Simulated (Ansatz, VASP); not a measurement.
One calculation of VSi2, two programs

INCAR

```
SYSTEM = VSi2
  ALGO = Normal
  EDIFF = 1E-6
  ENCUT = 520
  GGA = PE
  ISIF = 2
  ISMEAR = 0
  LASPH = .True.
  LCHARG = .False.
  LREAL = .False.
  LWAVE = .False.
  NBANDS = 42
  NELM = 60
  PREC = Accurate
  SIGMA = 0.05
```

Contents of KPOINTS:

```
k-points
0
Gamma
  9 9 6
  0 0 0
```

The input POSCAR:

```
VSi2
1.0
    4.3783008556      0.0000000000      0.0000000000
   -2.1891504278      3.7917197664      0.0000000000
    0.0000000000      0.0000000000      6.1008314806
V Si
3 6
Direct
    0.0000000000      0.5000000000      0.1666666700
    0.5000000000      0.5000000000      0.8333333300
    0.5000000000      0.0000000000      0.5000000000
    0.8375067800      0.6750135500      0.5000000000
    0.1624932300      0.8375067800      0.8333333300
    0.6750135500      0.8375067800      0.1666666700
    0.1624932200      0.3249864500      0.5000000000
    0.8375067800      0.1624932200      0.8333333300
    0.3249864500      0.1624932300      0.1666666700
```

Input for Ansatz:

```yaml
crystal:
  lattice:
    - [4.3783008556, 0.0, 0.0]
    - [-2.1891504278, 3.7917197664, 0.0]
    - [0.0, 0.0, 6.1008314806]
  atoms:
    - { symbol: V, position: [0.0, 0.5, 0.16666667] }
    - { symbol: V, position: [0.5, 0.5, 0.83333333] }
    - { symbol: V, position: [0.5, 0.0, 0.5] }
    - { symbol: Si, position: [0.83750678, 0.67501355, 0.5] }
    - { symbol: Si, position: [0.16249323, 0.83750678, 0.83333333] }
    - { symbol: Si, position: [0.67501355, 0.83750678, 0.16666667] }
    - { symbol: Si, position: [0.16249322, 0.32498645, 0.5] }
    - { symbol: Si, position: [0.83750678, 0.16249322, 0.83333333] }
    - { symbol: Si, position: [0.32498645, 0.16249323, 0.16666667] }
basis:
  ecutwfc: 420
  fft_grid_basis: typed
kpoints:
  mp_grid: { grid: [9, 9, 6] }
hamiltonian:
  xc: pbe
scf:
  occupations: { method: gaussian, width: 0.05 }
output:
  forces: true
  stress: true
  eigenvalues: true
  bader: true
  write_density: true
  volumetric_format: npy
  elf: true
```

Alike in both runs: task single point; functional PBE; k mesh 9 × 9 × 6; occupations gaussian, width 0.05 eV; no spin polarisation.

```csv
,VASP,Ansatz
version,VASP 6.6.1,Ansatz 0.2.0
potentials or method,"VASP PAW PBE potentials, release 64 (V_sv, Si), cutoff 520 eV","scalar-relativistic, plane waves, PAW"
valence electrons in the cell,63,63
```

|  | VASP | Ansatz | Ansatz less VASP |
| --- | --- | --- | --- |
| gap on the k mesh at the Fermi level (eV) | none | none | - |
| rms of the force components (eV/Å) | 0.067 | 0.069 | +0.0019 |

Atom by atom the forces differ by 0.002 eV/Å (rms over components). A gap of «none» marks a metal or a gap that the smearing closes. The functional is the same, so the differences come from potentials, cutoffs and numerics.
